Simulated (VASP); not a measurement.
Here is a VASP 6.6.1 calculation.

INCAR

```
  PREC = Accurate
  ENCUT = 600
  EDIFF = 1E-6
  ISMEAR = -1
  SIGMA = 0.02
  LREAL = F
  LASPH = T
  NELM = 80
  ALGO = Normal
  ISIF = 3
  LWAVE = F
  LCHARG = F
  GGA = PE
  IBRION = 2
  NSW = 80
  EDIFFG = -0.005
```

The input KPOINTS:

```
regular mesh
0
Gamma
  6 6 8
```

Contents of POSCAR:

```
SnO2
1.0
    4.7648180400      0.0000000000      0.0000000000
    0.0000000000      4.7648180400      0.0000000000
    0.0000000000      0.0000000000      3.2074997700
Sn O
2 4
Direct
    0.5000000000      0.5000000000      0.5000000000
    0.0000000000      0.0000000000      0.0000000000
    0.1940277000      0.8059723000      0.5000000000
    0.8059723000      0.1940277000      0.5000000000
    0.3059723000      0.3059723000      0.0000000000
    0.6940277000      0.6940277000      0.0000000000
```

Potentials or basis: VASP PAW PBE potentials, release 64 (Sn_d, O).

Launch:

```bash
$ cat potpaw_PBE.64/Sn_d/POTCAR potpaw_PBE.64/O/POTCAR > POTCAR
$ mpirun -np 1 vasp_std > vasp.out
```

Problem. Predict the relaxed volume.

Solution. 12.61 Å³/atom.

Problem. Predict the band gap on the k mesh.

Solution. 0.64 eV.

Problem. Predict the space group after relaxing (to 0.1 Å).

Solution. P4_2/mnm (No. 136).

Step by step:
| step | energy change (eV) | largest force (eV/Å) | pressure (GPa) | volume (Å³) |
| --- | --- | --- | --- | --- |
| 1 | 0.0000 | 0.0408 | 7.28 | 72.82 |
| 2 | 0.0188 | 0.2359 | -7.02 | 78.79 |
| 3 | -0.0587 | 0.1010 | 0.01 | 75.51 |
| 4 | -0.0587 | 0.0984 | 0.14 | 75.45 |
| 5 | -0.0605 | 0.0095 | 0.10 | 75.57 |
| 6 | -0.0605 | 0.0110 | 0.08 | 75.59 |
| 7 | -0.0605 | 0.0116 | 0.09 | 75.60 |
| 8 | -0.0605 | 0.0165 | 0.07 | 75.60 |
| 9 | -0.0606 | 0.0061 | -0.06 | 75.67 |
| 10 | -0.0606 | 0.0076 | -0.02 | 75.66 |
| 11 | -0.0606 | 0.0066 | -0.02 | 75.67 |
| 12 | -0.0606 | 0.0059 | -0.03 | 75.67 |
| 13 | -0.0606 | 0.0021 | 0.03 | 75.64 |

Caveat: spin-orbit coupling is left out, which moves the levels of the heavy elements.
